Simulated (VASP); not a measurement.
# CsC in VASP: notebook, part 2 of 2

VASP 6.6.1.

**3. Single point, r2SCAN**

POSCAR

```
CsC
1.0
    3.9291816700      0.0000000000      0.0000000000
   -1.9645908300      3.4027711400      0.0000000000
    0.0000000000      0.0000000000      5.8243269500
Cs C
1 1
Direct
    0.0161270000      0.0070670000     -0.0011790000
    0.0115570000      0.0212560000      0.5044060000
```

INCAR.step1

```
SYSTEM = CsC
PREC = Accurate ; ENCUT = 520
ISMEAR = -1 ; SIGMA = 0.05
LREAL = .False. ; LASPH = .True.
NELM = 60 ; NBANDS = 14
GGA = PE ; ALGO = Normal
EDIFF = 1E-4 ; LWAVE = .True.
LCHARG = .False.
```

INCAR.step2

```
SYSTEM = CsC
PREC = Accurate ; ENCUT = 520
EDIFF = 1E-7 ; ISMEAR = -1
SIGMA = 0.05 ; LREAL = .False.
LASPH = .True. ; NELM = 60
ALGO = Normal ; ISIF = 2
LWAVE = .False. ; LCHARG = .False.
METAGGA = R2SCAN ; LMIXTAU = .True.
NBANDS = 14 ; ISTART = 1
```

KPOINTS

```
regular mesh
0
Gamma
  6 6 4
  0 0 0
```

Potentials or basis: VASP PAW PBE potentials, release 64 (Cs_sv, C).

The run is started by

```console
> cat potpaw_PBE.64/Cs_sv/POTCAR potpaw_PBE.64/C/POTCAR > POTCAR
> cp INCAR.step1 INCAR
> mpirun -np 1 vasp_std > vasp.out
> cp INCAR.step2 INCAR
> mpirun -np 1 vasp_std > vasp.out
```

OUTCAR:

```text
SYSTEM = CsC
   PREC = Accurate
   ENCUT = 520
   EDIFF = 1E-7
   ISMEAR = -1
   LREAL = .False.
   LASPH = .True.
   NELM = 60
   ISIF = 2
   METAGGA = R2SCAN
   ISTART = 1

 ion  position               nearest neighbor table
   1  0.016  0.007  0.999-
   2  0.012  0.021  0.504-

  LATTYP: Found a hexagonal cell.
 ALAT       =     3.9291816700
 C/A-ratio  =     1.4823256951

  Lattice vectors:

 A1 = (   3.9291816700,   0.0000000000,   0.0000000000)
 A2 = (  -1.9645908300,   3.4027711400,   0.0000000000)
 A3 = (   0.0000000000,   0.0000000000,   5.8243269500)

Analysis of symmetry for initial positions (statically):
=====================================================================
 Subroutine PRICEL returns:
 Original cell was already a primitive cell.

 Routine SETGRP: Setting up the symmetry group for a
 hexagonal supercell.

 Subroutine GETGRP returns: Found  1 space group operations
 (whereof  1 operations were pure point group operations)
 out of a pool of 24 trial point group operations.

The static configuration has the point symmetry C_1 .

Analysis of symmetry for dynamics (positions and initial velocities):
=====================================================================
 Subroutine PRICEL returns:
 Original cell was already a primitive cell.

 Routine SETGRP: Setting up the symmetry group for a
 hexagonal supercell.

 Subroutine GETGRP returns: Found  1 space group operations
 (whereof  1 operations were pure point group operations)
 out of a pool of 24 trial point group operations.

The dynamic configuration has the point symmetry C_1 .

 Subroutine INISYM returns: Found  1 space group operations
 (whereof  1 operations are pure point group operations),
 and found     1 'primitive' translations

[... 119 lines left out ...]
   METAGGA = R2SCAN    functional components
   LHFCALC =     F    Hartree Fock is set to
   AEXX    =    0.0000 exact exchange contribution
   IVDW    =     0    specifies the selected vdW correction
   LEPSILON=     F    determine dielectric tensor
   LRPA    =     F    only Hartree local field effects (RPA)
 non-spin polarized calculation
  energy-cutoff  :      520.00
  volume of cell :       77.87
 maximum number of plane-waves:      2116
 NGX is ok and might be reduce to    30
   NGX = 15   NGY = 15   NGZ = 21

 number of electron      13.0000000 magnetization

 Free energy of the ion-electron system (eV)
  ---------------------------------------------------
  ext. energy  EPLUGINS =         0.00000000
  ---------------------------------------------------
  free energy    TOTEN  =       -28.30289921 eV

  energy without entropy =      -28.27461346  energy(sigma->0) =      -28.28875633

 E-fermi :   1.1187     XC(G=0):  -7.7239

 val. band max:        1.1183600617   @ k =   0.5000   0.3333   0.2500
 cond. band min:       1.1188439794   @ k =   0.5000  -0.0000   0.2500
 fundamental gap:      0.0004839178
 Fermi energy:         1.1187171816

 k-point     1 :       0.0000    0.0000    0.0000
  band No.  band energies     occupation
      1     -23.1125      2.00000
      2      -9.4105      2.00000
      3      -8.8532      2.00000
      4      -8.8524      2.00000
      5      -8.1889      2.00000
      6       1.6567      0.00004
      7       1.7331      0.00001
      8       2.1488      0.00000
      9       2.1558      0.00000
     10       5.1985      0.00000
     11       5.1985      0.00000
     12       6.9187      0.00000
     13       7.6262      0.00000
     14       8.2644      0.00000
[... 377 lines left out ...]
      1     -23.0507      2.00000
      2      -9.7886      2.00000
      3      -9.3215      2.00000
      4      -8.9525      2.00000
      5      -7.3597      2.00000
      6       0.8049      1.99625
      7       1.3847      0.00974
      8       1.9604      0.00000
      9       2.6748      0.00000
     10       4.5368      0.00000
     11       5.8732      0.00000
     12       5.9627      0.00000
     13       8.1499      0.00000
     14       8.2855      0.00000

 [... further k-points ...]

------------------------ aborting loop because EDIFF is reached ----------------------------------------

  FORCE on cell =-STRESS in cart. coord.  units (eV):
  Direction    XX          YY          ZZ          XY          YZ          ZX
  --------------------------------------------------------------------------------------
  -------------------------------------------------------------------------------------
  Total       -0.3806953     -0.3805995     -1.2371691     -0.0021184     -0.0071641      0.0068023
  in kB       -7.8326289     -7.8306569    -25.4541773     -0.0435850     -0.1473984      0.1399542
  external PRESSURE =     -13.7058210 kB  Pullay stress =       0.0000000 kB

 VOLUME and BASIS-vectors are now :
 -----------------------------------------------------------------------------
  energy-cutoff  :      520.00
  volume of cell :       77.87
      direct lattice vectors                 reciprocal lattice vectors
     3.929181670  0.000000000  0.000000000     0.254505921  0.146939062  0.000000000
    -1.964590830  3.402771140  0.000000000     0.000000000  0.293878124  0.000000000
     0.000000000  0.000000000  5.824326950     0.000000000  0.000000000  0.171693658

 POSITION                                       TOTAL-FORCE (eV/Angst)
 -----------------------------------------------------------------------------------
      0.04948      0.02405      5.81746         0.026478     -0.027851      0.122307
      0.00365      0.07233      2.93783        -0.026478      0.027851     -0.122307
 -----------------------------------------------------------------------------------
    total drift:                                0.000082     -0.000012     -0.000142

  FREE ENERGIE OF THE ION-ELECTRON SYSTEM (eV)
  ---------------------------------------------------
  free  energy   TOTEN  =       -28.3028992105 eV

  energy  without entropy=      -28.2746134564  energy(sigma->0) =      -28.28875633
```

OUTCAR.step1:

```text
SYSTEM = CsC
   PREC = Accurate
   ENCUT = 520
   ISMEAR = -1
   LREAL = .False.
   LASPH = .True.
[... 630 lines left out ...]
      0.04948      0.02405      5.81746         0.023598     -0.024859      0.109626
      0.00365      0.07233      2.93783        -0.023598      0.024859     -0.109626
 -----------------------------------------------------------------------------------
    total drift:                                0.000108     -0.000091     -0.000087

  FREE ENERGIE OF THE ION-ELECTRON SYSTEM (eV)
  ---------------------------------------------------
  free  energy   TOTEN  =        -3.6009783818 eV

  energy  without entropy=       -3.5694244891  energy(sigma->0) =       -3.58520144
```

Wall time 4.2 min (1 thread of Intel Xeon Platinum 8488C (Sapphire Rapids), shared host); peak memory 0.26 GiB.

What came out:

```
Free energy            : -28.3029 eV
Pressure               : -1.4 GPa
Largest force          : 0.128 eV/Å
Band gap on the k mesh : zero (an odd number of electrons rules out a gap without spin polarisation)
```

Forces on the atoms (eV/Å):
```
Cs   0.026 -0.028  0.122
C   -0.026  0.028 -0.122
```

Levels at points of the mesh, in eV from the Fermi level:
```
           k point  band 5  band 6  band 7  band 8  band 9  band 10
(0.00, 0.00, 0.00)   -9.31    0.54    0.61    1.03    1.04     4.08
(0.50, 0.00, 0.00)   -8.90   -0.84    0.65    0.83    1.13     2.38
(0.00, 0.50, 0.00)   -8.90   -0.84    0.66    0.83    1.13     2.39
(0.50, 0.50, 0.00)   -8.90   -0.84    0.67    0.82    1.12     2.40
(0.00, 0.00, 0.50)   -7.94   -1.26    0.78    0.87    0.87     4.11
(0.50, 0.00, 0.50)   -7.66   -1.36   -0.76    0.45    1.19     4.07
(0.00, 0.50, 0.50)   -7.66   -1.35   -0.76    0.45    1.19     4.07
(0.50, 0.50, 0.50)   -7.66   -1.35   -0.76    0.45    1.19     4.07
```

Caveat: the PAW data sets were made with another functional, which shifts forces and pressure a little; spin-orbit coupling is left out, which moves the levels of the heavy elements; an odd number of electrons without spin polarisation forces a metal; a magnetic or distorted state may lie lower.

**4. Single point, r2SCAN**

POSCAR is that of step 3.

INCAR.step1

```
  ALGO = Normal
  EDIFF = 1E-4
  ENCUT = 520
  GGA = PE
  ISMEAR = -1
  LASPH = T
  LCHARG = F
  LREAL = F
  LWAVE = T
  NBANDS = 14
  NELM = 80
  PREC = Accurate
  SIGMA = 0.025
```

INCAR.step2

```
  ALGO = Normal
  EDIFF = 1E-6
  ENCUT = 520
  ISIF = 2
  ISMEAR = -1
  ISTART = 1
  LASPH = T
  LCHARG = F
  LMIXTAU = T
  LREAL = F
  LWAVE = F
  METAGGA = R2SCAN
  NBANDS = 14
  NELM = 80
  PREC = Accurate
  SIGMA = 0.025
```

KPOINTS

```
k-points
0
Gamma
  6 6 4
```

The run is started by

```console
> cat potpaw_PBE.64/Cs_sv/POTCAR potpaw_PBE.64/C/POTCAR > POTCAR
> cp INCAR.step1 INCAR
> mpirun -np 1 vasp_std > vasp.out
> cp INCAR.step2 INCAR
> mpirun -np 1 vasp_std > vasp.out
```

Run time: 4.6 min. Hardware: 1 thread of Intel Xeon Platinum 8488C (Sapphire Rapids), shared host; peak memory 0.26 GiB.

It converged, with:

```
Free energy            : -28.2911 eV
Pressure               : -1.3 GPa
Largest force          : 0.133 eV/Å
Band gap on the k mesh : zero (an odd number of electrons rules out a gap without spin polarisation)
```

Forces in eV/Å, atoms in the order of the input:
```
Cs   0.030 -0.031  0.126
C   -0.030  0.031 -0.126
```

Stress tensor (GPa, compression positive):
```
-0.85  0.00  0.01
 0.00 -0.85 -0.01
 0.01 -0.01 -2.20
```

Levels at points of the mesh, in eV from the Fermi level:
```tsv
k point	band 3	band 4	band 5	band 6	band 7	band 8	band 9	band 10	band 11	band 12
(0.00, 0.00, 0.00)	-9.97	-9.96	-9.32	0.54	0.61	1.02	1.03	4.08	4.08	5.79
(0.50, 0.00, 0.00)	-10.35	-10.21	-8.90	-0.85	0.64	0.83	1.13	2.38	6.02	6.79
(0.00, 0.50, 0.00)	-10.35	-10.21	-8.90	-0.85	0.65	0.82	1.13	2.39	6.02	6.79
(0.50, 0.50, 0.00)	-10.35	-10.21	-8.90	-0.86	0.65	0.82	1.12	2.40	6.01	6.79
(0.00, 0.00, 0.50)	-9.96	-9.96	-7.94	-1.26	0.78	0.86	0.86	4.12	4.12	4.74
(0.50, 0.00, 0.50)	-10.89	-10.35	-7.66	-1.37	-0.76	0.44	1.20	4.07	6.06	6.70
(0.00, 0.50, 0.50)	-10.89	-10.35	-7.66	-1.36	-0.76	0.44	1.20	4.07	6.06	6.74
(0.50, 0.50, 0.50)	-10.89	-10.35	-7.66	-1.36	-0.76	0.44	1.20	4.07	6.06	6.79
```

Caveat: the PAW data sets were made with another functional, which shifts forces and pressure a little; spin-orbit coupling is left out, which moves the levels of the heavy elements; an odd number of electrons without spin polarisation forces a metal; a magnetic or distorted state may lie lower.

**5. Single point, r2SCAN**

POSCAR is that of step 4.

INCAR.step1

```
PREC     = Accurate       # precision mode
ENCUT    = 520            # plane-wave cutoff, eV
ISMEAR   = -1             # smearing method
SIGMA    = 0.01           # smearing width, eV
LREAL    = False          # projectors in reciprocal space
LASPH    = True           # aspherical terms in the spheres
NELM     = 100            # most SCF steps
NBANDS   = 14             # bands
GGA      = PE             # functional
ALGO     = Normal         # electronic algorithm
EDIFF    = 1E-4           # SCF threshold, eV
LWAVE    = True           # write WAVECAR
LCHARG   = False          # write CHGCAR
```

INCAR.step2

```
PREC     = Accurate       # precision mode
ENCUT    = 520            # plane-wave cutoff, eV
EDIFF    = 1E-6           # SCF threshold, eV
ISMEAR   = -1             # smearing method
SIGMA    = 0.01           # smearing width, eV
LREAL    = False          # projectors in reciprocal space
LASPH    = True           # aspherical terms in the spheres
NELM     = 100            # most SCF steps
ALGO     = Normal         # electronic algorithm
ISIF     = 2              # what is computed and relaxed
LWAVE    = False          # write WAVECAR
LCHARG   = False          # write CHGCAR
METAGGA  = R2SCAN         # meta-GGA
LMIXTAU  = True         
NBANDS   = 14             # bands
ISTART   = 1
```

KPOINTS

```
regular mesh
0
Gamma
  6 6 4
```

The run is started by

```console
> cat potpaw_PBE.64/Cs_sv/POTCAR potpaw_PBE.64/C/POTCAR > POTCAR
> cp INCAR.step1 INCAR
> mpirun -np 1 vasp_std > vasp.out
> cp INCAR.step2 INCAR
> mpirun -np 1 vasp_std > vasp.out
```

Run time: 5 min. Hardware: 1 thread of Intel Xeon Platinum 8488C (Sapphire Rapids), shared host; peak memory 0.26 GiB.

The run converged. Its results:

```yaml
Free_energy: -28.2861 eV
Pressure: -1.3 GPa
Largest_force: 0.137 eV/Å
Band_gap_on_the_k_mesh: zero (an odd number of electrons rules out a gap without spin polarisation)
```

Forces in eV/Å, atoms in the order of the input:
```
Cs   0.034 -0.036  0.128
C   -0.034  0.036 -0.128
```

Stress tensor (GPa, compression positive):
```
-0.89  0.01  0.01
 0.01 -0.89 -0.02
 0.01 -0.02 -1.97
```

Levels at points of the mesh, in eV from the Fermi level:
```tsv
k point	band 4	band 5	band 6	band 7	band 8	band 9	band 10	band 11
(0.00, 0.00, 0.00)	-9.96	-9.32	0.54	0.62	1.01	1.02	4.08	4.08
(0.50, 0.00, 0.00)	-10.20	-8.91	-0.86	0.64	0.83	1.14	2.38	6.02
(0.00, 0.50, 0.00)	-10.20	-8.91	-0.86	0.64	0.82	1.13	2.39	6.02
(0.50, 0.50, 0.00)	-10.20	-8.91	-0.86	0.65	0.82	1.12	2.40	6.02
(0.00, 0.00, 0.50)	-9.95	-7.94	-1.27	0.78	0.85	0.85	4.12	4.12
(0.50, 0.00, 0.50)	-10.34	-7.66	-1.37	-0.76	0.43	1.20	4.07	6.06
(0.00, 0.50, 0.50)	-10.34	-7.66	-1.37	-0.76	0.43	1.20	4.07	6.06
(0.50, 0.50, 0.50)	-10.34	-7.66	-1.37	-0.76	0.43	1.20	4.07	6.06
```

Caveat: the PAW data sets were made with another functional, which shifts forces and pressure a little; spin-orbit coupling is left out, which moves the levels of the heavy elements; an odd number of electrons without spin polarisation forces a metal; a magnetic or distorted state may lie lower.

**6. Single point, r2SCAN**

POSCAR is that of step 5.

INCAR.step1

```
SYSTEM = CsC
PREC = Accurate ; ENCUT = 520
ISMEAR = -1 ; SIGMA = 0.005
LREAL = .FALSE. ; LASPH = .TRUE.
NELM = 100 ; NBANDS = 14
GGA = PE ; ALGO = Normal
EDIFF = 1E-4 ; LWAVE = .TRUE.
LCHARG = .FALSE.
```

INCAR.step2

```
SYSTEM = CsC
PREC = Accurate ; ENCUT = 520
EDIFF = 1E-6 ; ISMEAR = -1
SIGMA = 0.005 ; LREAL = .FALSE.
LASPH = .TRUE. ; NELM = 100
ALGO = Normal ; ISIF = 2
LWAVE = .FALSE. ; LCHARG = .FALSE.
METAGGA = R2SCAN ; LMIXTAU = .TRUE.
NBANDS = 14 ; ISTART = 1
```

KPOINTS

```
regular mesh
0
G
  6 6 4
  0 0 0
```

Potentials or basis: VASP PAW PBE potentials, release 64 (Cs_sv, C).

The run is started by

```console
> cat potpaw_PBE.64/Cs_sv/POTCAR potpaw_PBE.64/C/POTCAR > POTCAR
> cp INCAR.step1 INCAR
> mpirun -np 1 vasp_std > vasp.out
> cp INCAR.step2 INCAR
> mpirun -np 1 vasp_std > vasp.out
```

It took 4.2 min on 1 thread of Intel Xeon Platinum 8488C (Sapphire Rapids), shared host; peak memory 0.25 GiB.

Results (log left out):

- Free energy: -28.2847 eV
- Pressure: -1.2 GPa
- Largest force: 0.139 eV/Å
- Band gap on the k mesh: zero (an odd number of electrons rules out a gap without spin polarisation)

Forces in eV/Å, atoms in the order of the input:
```
Cs   0.037 -0.038  0.128
C   -0.037  0.038 -0.128
```

Stress tensor (GPa, compression positive):
```
-0.89  0.02  0.01
 0.02 -0.89 -0.01
 0.01 -0.01 -1.96
```

Levels at points of the mesh, in eV from the Fermi level:
```csv
k point,band 3,band 4,band 5,band 6,band 7,band 8,band 9,band 10,band 11,band 12
"(0.00, 0.00, 0.00)",-9.96,-9.96,-9.32,0.54,0.62,1.01,1.02,4.09,4.09,5.79
"(0.50, 0.00, 0.00)",-10.35,-10.20,-8.91,-0.86,0.64,0.83,1.14,2.38,6.02,6.79
"(0.00, 0.50, 0.00)",-10.35,-10.20,-8.91,-0.86,0.65,0.83,1.13,2.39,6.02,6.79
"(0.50, 0.50, 0.00)",-10.35,-10.20,-8.91,-0.86,0.65,0.82,1.13,2.40,6.02,6.79
"(0.00, 0.00, 0.50)",-9.95,-9.95,-7.94,-1.26,0.78,0.85,0.85,4.12,4.12,4.74
"(0.50, 0.00, 0.50)",-10.88,-10.34,-7.66,-1.37,-0.76,0.44,1.20,4.07,6.06,6.70
"(0.00, 0.50, 0.50)",-10.88,-10.34,-7.66,-1.37,-0.76,0.43,1.20,4.07,6.06,6.74
"(0.50, 0.50, 0.50)",-10.88,-10.34,-7.66,-1.37,-0.76,0.43,1.20,4.07,6.06,6.78
```

Caveat: the PAW data sets were made with another functional, which shifts forces and pressure a little; spin-orbit coupling is left out, which moves the levels of the heavy elements; an odd number of electrons without spin polarisation forces a metal; a magnetic or distorted state may lie lower.

**7. Overview**

```tsv
level	cell	k mesh	smearing	gap on the mesh (eV)	pressure (GPa)	largest force (eV/Å)
PBEsol	as given, atomic positions A	7 × 7 × 4	methfessel-paxton 0.05 eV	none	-2.2	-
r2SCAN	as given, atomic positions B	6 × 6 × 4	fermi-dirac 0.05 eV	none	-1.4	0.13
r2SCAN	as given, atomic positions B	6 × 6 × 4	fermi-dirac 0.025 eV	none	-1.3	0.13
r2SCAN	as given, atomic positions B	6 × 6 × 4	fermi-dirac 0.01 eV	none	-1.3	0.14
r2SCAN	as given, atomic positions B	6 × 6 × 4	fermi-dirac 0.005 eV	none	-1.2	0.14
```

Alike in all rows: task single point; potentials or basis VASP PAW PBE potentials, release 64 (Cs_sv, C); no spin polarisation; cutoff (eV) 520.

The pressure there spans -2.2 GPa (PBEsol) to -1.2 GPa (r2SCAN); a positive pressure means that this level wants a larger cell, a negative one a smaller.

Caveats: the PAW data sets were made with another functional, which shifts forces and pressure a little; spin-orbit coupling is left out, which moves the levels of the heavy elements; an odd number of electrons without spin polarisation forces a metal; a magnetic or distorted state may lie lower.

Total energies depend on the potentials used, so only differences within one code and one set of settings carry meaning.

The gap in the log of VASP goes by the Fermi energy; the results here count the filled bands.